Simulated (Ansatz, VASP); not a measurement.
## One calculation of C, two programs

```
C
1.0
     0.00000    1.75102    1.70935
     1.75102    0.00000    1.70935
     1.75102    1.75102    0.00000
C
2
Cartesian
  1.7510 1.7510 1.7093
  2.6265 2.6265 2.5640
```

Alike in both runs: task single point; functional LDA; k mesh 12 × 12 × 12; occupations gaussian, width 0.05 eV; no spin polarisation.

```csv
,VASP,Ansatz
version,VASP 6.6.1,Ansatz 0.2.0
potentials or method,"VASP PAW LDA potentials, release 64 (C), cutoff 520 eV","scalar-relativistic, plane waves, PAW"
valence electrons in the cell,8,8
```

Ansatz gave:

```
gap on the k mesh at the Fermi level (eV)                     : 3.70
least direct gap on the mesh (eV)                             : 5.32
pressure (GPa)                                                : 25.2
traceless stress, the component that is largest in VASP (GPa) : 15.74
```

Task: Which values does VASP return?

Result: gap on the k mesh at the Fermi level (eV): 3.69; least direct gap on the mesh (eV): 5.32; pressure (GPa): 27.2; traceless stress, the component that is largest in VASP (GPa): 15.71.

Ansatz warns that its potentials were made for another functional, while VASP's fit it. LDA's correlation is that of Perdew and Zunger in VASP and of Perdew and Wang (1992) in Ansatz.
